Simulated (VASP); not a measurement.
# Li (I4_1/amd) in VASP: notebook

Li is run at these levels: PBE; tasks: density of states.

All numbers are computed with VASP 6.6.1; they aren't measurements. Logs are shortened: lines on timing, memory, paths and dates and some standing lists are left out, and cuts for length are marked.

### Step 1. The cell of the first run

It takes space group I4_1/amd (No. 141, tetragonal). Conventional cell: a = 4.936 Å, b = 4.936 Å, c = 2.670 Å, α = 90.00°, β = 90.00°, γ = 90.00°. Within 3.4 Å of Li (site symmetry -4m2) lie 10 Li at 2.56 to 3.18 Å.

### Step 2. Density of states, PBE (volume scaled by 0.8)

File POSCAR:

```
Li
1.0
   -2.4677734320      2.4677734320      1.3349489094
    2.4677734320     -2.4677734320      1.3349489094
    2.4677734320      2.4677734320     -1.3349489094
Li
2
Direct
   -0.3750000000     -0.1250000000     -0.2500000000
    0.3750000000      0.1250000000      0.2500000000
```

File INCAR.step1:

```
PREC     = Accurate       # precision mode
ENCUT    = 520            # plane-wave cutoff, eV
EDIFF    = 1E-6           # SCF threshold, eV
ISMEAR   = -1             # smearing method
SIGMA    = 0.08           # smearing width, eV
LREAL    = False          # projectors in reciprocal space
LASPH    = True           # aspherical terms in the spheres
NELM     = 100            # most SCF steps
ALGO     = Normal         # electronic algorithm
ISIF     = 2              # what is computed and relaxed
LWAVE    = False          # write WAVECAR
LCHARG   = True           # write CHGCAR
GGA      = PE             # functional
NBANDS   = 10             # bands
```

File KPOINTS.step1:

```
regular mesh
0
Gamma
  15 15 15
```

File INCAR.step2:

```
PREC     = Accurate       # precision mode
ENCUT    = 520            # plane-wave cutoff, eV
EDIFF    = 1E-6           # SCF threshold, eV
ISMEAR   = -5             # smearing method
SIGMA    = 0.08           # smearing width, eV
LREAL    = False          # projectors in reciprocal space
LASPH    = True           # aspherical terms in the spheres
NELM     = 100            # most SCF steps
ALGO     = Normal         # electronic algorithm
ISIF     = 2              # what is computed and relaxed
LWAVE    = False          # write WAVECAR
LCHARG   = False          # write CHGCAR
GGA      = PE             # functional
LORBIT   = 10             # projections on sites
NEDOS    = 1001           # points of the DOS
ICHARG   = 11             # starting density
```

File KPOINTS.step2:

```
regular mesh
0
Gamma
  23 23 23
```

Potentials or basis: VASP PAW PBE potentials, release 64 (Li_sv).

Started as:

```bash
> cat potpaw_PBE.64/Li_sv/POTCAR > POTCAR
> cp INCAR.step1 INCAR
> cp KPOINTS.step1 KPOINTS
> mpirun -np 1 vasp_std > vasp.out
> cp INCAR.step2 INCAR
> cp KPOINTS.step2 KPOINTS
> mpirun -np 1 vasp_std > vasp.out
```

OUTCAR:

```text
PREC = Accurate
   ENCUT = 520
   EDIFF = 1E-6
   ISMEAR = -5
   LREAL = False
   LASPH = True
   NELM = 100
   ISIF = 2
   GGA = PE
   LORBIT = 10
   ICHARG = 11

 ion  position               nearest neighbor table
   1  0.625  0.875  0.750-   2 2.56   2 2.56   2 2.56   2 2.56
   2  0.375  0.125  0.250-   1 2.56   1 2.56   1 2.56   1 2.56

  LATTYP: Found a body centered tetragonal cell.
 ALAT       =     4.9355468640
 C/A-ratio  =     0.5409527844

  Lattice vectors:

 A1 = (  -2.4677734320,   2.4677734320,   1.3349489094)
 A2 = (   2.4677734320,  -2.4677734320,   1.3349489094)
 A3 = (   2.4677734320,   2.4677734320,  -1.3349489094)

Analysis of symmetry for initial positions (statically):
=====================================================================
 Subroutine PRICEL returns:
 Original cell was already a primitive cell.

 Routine SETGRP: Setting up the symmetry group for a
 body centered tetragonal supercell.

 Subroutine GETGRP returns: Found 16 space group operations
 (whereof  4 operations were pure point group operations)
 out of a pool of 16 trial point group operations.

The static configuration has the point symmetry C_2h.
 The point group associated with its full space group is D_4h.

Analysis of symmetry for dynamics (positions and initial velocities):
=====================================================================
 Subroutine PRICEL returns:
 Original cell was already a primitive cell.

 Routine SETGRP: Setting up the symmetry group for a
 body centered tetragonal supercell.

 Subroutine GETGRP returns: Found 16 space group operations
 (whereof  4 operations were pure point group operations)
 out of a pool of 16 trial point group operations.

The dynamic configuration has the point symmetry C_2h.
 The point group associated with its full space group is D_4h.

 Subroutine INISYM returns: Found 16 space group operations
 (whereof  4 operations are pure point group operations),
 and found     1 'primitive' translations

----------------------------------------------------------------------------------------

                                     Primitive cell

  volume of cell :      32.5189

  direct lattice vectors                    reciprocal lattice vectors
    -2.467773432  2.467773432  1.334948909     0.000000000  0.202611793  0.374546169
     2.467773432 -2.467773432  1.334948909     0.202611793  0.000000000  0.374546169
     2.467773432  2.467773432 -1.334948909     0.202611793  0.202611793  0.000000000

  length of vectors
     3.736562593  3.736562593  3.736562593     0.425836085  0.425836085  0.286536346

  position of ions in fractional coordinates (direct lattice)
     0.625000000  0.875000000  0.750000000
     0.375000000  0.125000000  0.250000000

  ion indices of the primitive-cell ions
   primitive index   ion index
                 1           1
                 2           2

----------------------------------------------------------------------------------------

 KPOINTS: regular mesh

Automatic generation of k-mesh.
 Grid dimensions read from file:
 generate k-points for:   23   23   23

 Generating k-lattice:

  Cartesian coordinates                     Fractional coordinates (reciprocal lattice)
     0.000000000  0.008809208  0.016284616     0.043478261  0.000000000  0.000000000
     0.008809208  0.000000000  0.016284616     0.000000000  0.043478261  0.000000000
     0.008809208  0.008809208  0.000000000     0.000000000  0.000000000  0.043478261

  Length of vectors
     0.018514612  0.018514612  0.012458102

  Shift w.r.t. Gamma in fractional coordinates (k-lattice)
     0.000000000  0.000000000  0.000000000

 TETIRR: Found  29779 inequivalent tetrahedra from    73002

 Subroutine IBZKPT returns following result:
 ===========================================

 Found    936 irreducible k-points:

 Following reciprocal coordinates:
            Coordinates               Weight
  0.000000  0.000000  0.000000      1.000000
  0.043478  0.000000 -0.000000      8.000000
  0.086957  0.000000 -0.000000      8.000000
  0.130435  0.000000 -0.000000      8.000000
  0.173913  0.000000 -0.000000      8.000000
  0.217391  0.000000  0.000000      8.000000
[... 16 lines left out ...]
  0.478261  0.043478  0.000000     16.000000
 -0.478261  0.043478  0.000000     16.000000
 [... further k-points ...]
   k-points           NKPTS =    936   k-points in BZ     NKDIM =    936   number of bands    NBANDS=      7
   number of dos      NEDOS =   1001   number of ions     NIONS =      2
   total plane-waves  NPLWV =  21952
   dimension x,y,z NGX =    28 NGY =   28 NGZ =   28
   dimension x,y,z NGXF=    56 NGYF=   56 NGZF=   56
   ions per type =               2
   NGX,Y,Z   is equivalent  to a cutoff of  12.46, 12.46, 12.46 a.u.
   NGXF,Y,Z  is equivalent  to a cutoff of  24.92, 24.92, 24.92 a.u.
 SYSTEM =  unknown system
   PREC   = accura    normal or accurate (medium, high low for compatibility)
   ISTART =      0    job   : 0-new  1-cont  2-samecut
   ICHARG =     11    charge: 1-file 2-atom 10-const
   ISPIN  =      1    spin polarized calculation?
   LNONCOLLINEAR =      F non collinear calculations
   LSORBIT =      F    spin-orbit coupling
   LASPH  =      T    aspherical Exc in radial PAW
   ENCUT  =  520.0 eV  38.22 Ry    6.18 a.u.   6.95  6.95  6.95*2*pi/ulx,y,z
   NELM   =    100;   NELMIN=  2; NELMDL=  0     # of ELM steps
   EDIFF  = 0.1E-05   stopping-criterion for ELM
   LREAL  =      F    real-space projection
   EDIFFG = 0.1E-04   stopping-criterion for IOM
   NSW    =      0    number of steps for IOM
   IBRION =     -1    ionic relax: 0-MD 1-quasi-New 2-CG
   NFREE  =      0    steps in history (QN), initial steepest desc. (CG)
   ISIF   =      2    stress and relaxation
   ISYM   =      2    0-nonsym 1-usesym 2-fastsym
   POTIM  = 0.5000    time-step for ionic-motion
   TEBEG  =    0.0;   TEEND  =   0.0 temperature during run
   PSTRESS=    0.0 pullay stress
   NELECT =       6.0000    total number of electrons
   NUPDOWN=      -1.0000    fix difference up-down
   EMIN   =  10.00;   EMAX   =-10.00  energy-range for DOS
   EFERMI =   0.00;   METHOD = LEGACY
   ISMEAR =    -5;   SIGMA  =   0.08  broadening in eV -4-tet -1-fermi 0-gaus
   EFERMI_NEDOS =   21; number of points for ismear=-14 and -15
   IALGO  =     38    algorithm
   IMIX   =      4    mixing-type and parameters
     AMIX     =   0.40;   BMIX     =  1.00
     AMIX_MAG =   1.60;   BMIX_MAG =  1.00
  volume/ion in A,a.u.               =      16.26       109.72
  Fermi-wavevector in a.u.,A,eV,Ry     =   0.931995  1.761215 11.818216  0.868614
  Thomas-Fermi vector in A             =   2.058546
   LORBIT       =     10    0 simple, 1 ext, 2 COOP (PROOUT), +10 PAW based schemes
   GGA     = PE    functional components
   LHFCALC =     F    Hartree Fock is set to
   AEXX    =    0.0000 exact exchange contribution
   IVDW    =     0    specifies the selected vdW correction
   LEPSILON=     F    determine dielectric tensor
   LRPA    =     F    only Hartree local field effects (RPA)
 non-spin polarized calculation
 Fermi weights with tetrahedron method with Bloechl corrections
  energy-cutoff  :      520.00
  volume of cell :       32.52
 maximum number of plane-waves:       890

 number of electron       6.0000012 magnetization

 Free energy of the ion-electron system (eV)
  ---------------------------------------------------
  ext. energy  EPLUGINS =         0.00000000
  ---------------------------------------------------
  free energy    TOTEN  =        -3.57392673 eV

  energy without entropy =       -3.57392673  energy(sigma->0) =       -3.57392673

 E-fermi :   1.2540     XC(G=0):  -7.6031

 val. band max:        1.2782381122   @ k =  -0.3478  -0.3478   0.0435
 cond. band min:       1.1584435470   @ k =   0.3478   0.3478   0.0870
 fundamental gap:     -0.1197945653
 Fermi energy:         1.2540116885

 k-point     1 :       0.0000    0.0000    0.0000
  band No.  band energies     occupation
      1     -45.0914      2.00000
      2     -45.0040      2.00000
      3      -2.4966      2.00000
      4       5.4837      0.00000
      5       5.4837      0.00000
      6       8.1631      0.00000
      7      11.8607      0.00000

 k-point     2 :       0.0435    0.0000   -0.0000
  band No.  band energies     occupation
      1     -45.0905      2.00000
      2     -45.0039      2.00000
      3      -2.4615      2.00000
      4       5.4302      0.00000
      5       5.5130      0.00000
      6       8.3165      0.00000
      7      11.7485      0.00000

 k-point     3 :       0.0870    0.0000   -0.0000
  band No.  band energies     occupation
      1     -45.0880      2.00000
      2     -45.0036      2.00000
      3      -2.3563      2.00000
      4       5.3069      0.00000
      5       5.5976      0.00000
      6       8.7391      0.00000
      7      11.4367      0.00000

 k-point     4 :       0.1304    0.0000   -0.0000
  band No.  band energies     occupation
      1     -45.0838      2.00000
      2     -45.0031      2.00000
      3      -2.1805      2.00000
      4       5.1792      0.00000
      5       5.7277      0.00000
      6       9.3628      0.00000
      7      10.9764      0.00000

 k-point     5 :       0.1739    0.0000   -0.0000
  band No.  band energies     occupation
      1     -45.0784      2.00000
      2     -45.0025      2.00000
      3      -1.9341      2.00000
      4       5.0932      0.00000
      5       5.8850      0.00000
      6      10.1346      0.00000
      7      10.3991      0.00000
[... 161 lines left out ...]
 k-point    22 :       0.4348    0.0435    0.0000
  band No.  band energies     occupation
      1     -45.0391      2.00000
      2     -45.0026      2.00000
      3       1.2380      1.13805
      4       3.9254      0.00000
      5       6.4316      0.00000
      6       6.8597      0.00000
      7       8.4197      0.00000

 k-point    23 :       0.4783    0.0435    0.0000
  band No.  band energies     occupation
      1     -45.0383      2.00000
      2     -45.0033      2.00000
      3       1.3667      0.07265
      4       3.7492      0.00000
      5       6.2282      0.00000
      6       6.8793      0.00000
      7       8.5331      0.00000

 k-point    24 :      -0.4783    0.0435    0.0000
  band No.  band energies     occupation
      1     -45.0399      2.00000
      2     -45.0037      2.00000
      3       1.0151      2.14138
      4       4.1586      0.00000
      5       5.8636      0.00000
      6       6.9594      0.00000
      7       8.9740      0.00000

 [... further k-points ...]
[... 5 lines left out ...]
  --------------------------------------------------------------------------------------
  -------------------------------------------------------------------------------------
  Total        0.8007496      0.8007496      0.8586717      0.0000000     -0.0000000     -0.0000000
  in kB       39.4522816     39.4522816     42.3060553      0.0000000     -0.0000000     -0.0000000
  external PRESSURE =      40.4035395 kB  Pullay stress =       0.0000000 kB

 VOLUME and BASIS-vectors are now :
 -----------------------------------------------------------------------------
  energy-cutoff  :      520.00
  volume of cell :       32.52
      direct lattice vectors                 reciprocal lattice vectors
    -2.467773432  2.467773432  1.334948909     0.000000000  0.202611793  0.374546169
     2.467773432 -2.467773432  1.334948909     0.202611793  0.000000000  0.374546169
     2.467773432  2.467773432 -1.334948909     0.202611793  0.202611793  0.000000000

 POSITION                                       TOTAL-FORCE (eV/Angst)
 -----------------------------------------------------------------------------------
      2.46777      1.23389      1.00121         0.000000     -0.000000      0.000000
     -0.00000      1.23389      0.33374        -0.000000      0.000000     -0.000000
 -----------------------------------------------------------------------------------
    total drift:                                0.000000      0.000000      0.000000

  FREE ENERGIE OF THE ION-ELECTRON SYSTEM (eV)
  ---------------------------------------------------
  free  energy   TOTEN  =        -3.5739267328 eV

  energy  without entropy=       -3.5739267328  energy(sigma->0) =       -3.57392673

 total charge

# of ion       s       p       d       tot
------------------------------------------
    1        2.041   0.057   0.000   2.098
    2        2.041   0.057   0.000   2.098
--------------------------------------------------
tot          4.081   0.114   0.000   4.195
```

Wall time 5.5 min (1 thread of Oxide Virtual Turin-like, shared host); peak memory 0.27 GiB.

What came out:

* Valence electrons inside the program's atomic spheres: Li 2.10

Caveat: the cell differs from its parent crystal (volume scaled by 0.8); the cutoff is under 1.25 times the usual one of these potentials, so pressure, stress and relaxed cells hold a basis-set (Pulay) error; tetrahedron occupations give inexact forces and stress in metals.

### Step 3. Density of states, PBE

This run uses another cell than the first one, of 20.32 Å³/atom, 1.250 times its volume.

File POSCAR:

```
Li
1.0
   -2.6583283445      2.6583283445      1.4380301199
    2.6583283445     -2.6583283445      1.4380301199
    2.6583283445      2.6583283445     -1.4380301199
Li
2
Direct
   -0.3750000000     -0.1250000000     -0.2500000000
    0.3750000000      0.1250000000      0.2500000000
```

File INCAR.step1:

```
SYSTEM = Li
  PREC = Accurate
  ENCUT = 520
  EDIFF = 1E-6
  ISMEAR = -1
  SIGMA = 0.08
  LREAL = .FALSE.
  LASPH = .TRUE.
  NELM = 100
  ALGO = Normal
  ISIF = 2
  LWAVE = .FALSE.
  LCHARG = .TRUE.
  GGA = PE
  NBANDS = 10
```

File KPOINTS.step1:

```
Automatic mesh
0
G
  15 15 15
  0 0 0
```

File INCAR.step2:

```
SYSTEM = Li
  PREC = Accurate
  ENCUT = 520
  EDIFF = 1E-6
  ISMEAR = -5
  SIGMA = 0.08
  LREAL = .FALSE.
  LASPH = .TRUE.
  NELM = 100
  ALGO = Normal
  ISIF = 2
  LWAVE = .FALSE.
  LCHARG = .FALSE.
  GGA = PE
  LORBIT = 11
  NBANDS = 10
  NEDOS = 1001
  ICHARG = 11
```

File KPOINTS.step2:

```
Automatic mesh
0
G
  23 23 23
  0 0 0
```

Potentials or basis: VASP PAW PBE potentials, release 64 (Li_sv).

Started as:

```bash
> cat potpaw_PBE.64/Li_sv/POTCAR > POTCAR
> cp INCAR.step1 INCAR
> cp KPOINTS.step1 KPOINTS
> mpirun -np 1 vasp_std > vasp.out
> cp INCAR.step2 INCAR
> cp KPOINTS.step2 KPOINTS
> mpirun -np 1 vasp_std > vasp.out
```

OUTCAR:

```text
SYSTEM = Li
   PREC = Accurate
   ENCUT = 520
   EDIFF = 1E-6
   ISMEAR = -5
   LREAL = .FALSE.
   LASPH = .TRUE.
   NELM = 100
   ISIF = 2
   GGA = PE
   LORBIT = 11
   ICHARG = 11

 ion  position               nearest neighbor table
   1  0.625  0.875  0.750-
   2  0.375  0.125  0.250-

  LATTYP: Found a body centered tetragonal cell.
 ALAT       =     5.3166566890
 C/A-ratio  =     0.5409527844

  Lattice vectors:

 A1 = (  -2.6583283445,   2.6583283445,   1.4380301199)
[... 507 lines left out ...]
  -------------------------------------------------------------------------------------
  Total       -0.0333794     -0.0333794     -0.0140271     -0.0000000     -0.0000000      0.0000000
  in kB       -1.3156616     -1.3156616     -0.5528833     -0.0000000     -0.0000000      0.0000000
  external PRESSURE =      -1.0614021 kB  Pullay stress =       0.0000000 kB

 VOLUME and BASIS-vectors are now :
 -----------------------------------------------------------------------------
  energy-cutoff  :      520.00
  volume of cell :       40.65
      direct lattice vectors                 reciprocal lattice vectors
    -2.658328345  2.658328345  1.438030120     0.000000000  0.188088127  0.347697863
     2.658328345 -2.658328345  1.438030120     0.188088127  0.000000000  0.347697863
     2.658328345  2.658328345 -1.438030120     0.188088127  0.188088127  0.000000000

 POSITION                                       TOTAL-FORCE (eV/Angst)
 -----------------------------------------------------------------------------------
      2.65833      1.32916      1.07852         0.000000     -0.000000      0.000000
      0.00000      1.32916      0.35951        -0.000000      0.000000     -0.000000
 -----------------------------------------------------------------------------------
    total drift:                                0.000000     -0.000000      0.000000

  FREE ENERGIE OF THE ION-ELECTRON SYSTEM (eV)
  ---------------------------------------------------
  free  energy   TOTEN  =        -3.6652311643 eV

  energy  without entropy=       -3.6652311643  energy(sigma->0) =       -3.66523116

 total charge

# of ion       s       p       d       tot
------------------------------------------
    1        2.032   0.043   0.000   2.075
    2        2.032   0.043   0.000   2.075
--------------------------------------------------
tot          4.064   0.086   0.000   4.150
```

OUTCAR.step1:

```text
SYSTEM = Li
   PREC = Accurate
   ENCUT = 520
   EDIFF = 1E-6
   ISMEAR = -1
   LREAL = .FALSE.
[... 537 lines left out ...]
      2.65833      1.32916      1.07852         0.000000     -0.000000      0.000000
      0.00000      1.32916      0.35951        -0.000000      0.000000     -0.000000
 -----------------------------------------------------------------------------------
    total drift:                                0.000000     -0.000000      0.000000

  FREE ENERGIE OF THE ION-ELECTRON SYSTEM (eV)
  ---------------------------------------------------
  free  energy   TOTEN  =        -3.6756569951 eV

  energy  without entropy=       -3.6560170182  energy(sigma->0) =       -3.66583701
```

Wall time 8.5 min (1 thread of Oxide Virtual Turin-like, shared host); peak memory 0.39 GiB.

Results:

```
Valence electrons inside the program's atomic spheres : Li 2.08
```

Levels at points of the mesh, in eV from the Fermi level:
| k point | band 1 | band 2 | band 3 | band 4 | band 5 | band 6 | band 7 | band 8 |
| --- | --- | --- | --- | --- | --- | --- | --- | --- |
| (0.00, 0.00, 0.00) | -46.67 | -46.63 | -3.50 | 3.67 | 3.67 | 6.13 | 8.69 | 12.69 |

Caveat: the cutoff is under 1.25 times the usual one of these potentials, so pressure, stress and relaxed cells hold a basis-set (Pulay) error; tetrahedron occupations give inexact forces and stress in metals.

(Part 1 of 2 ends here.)
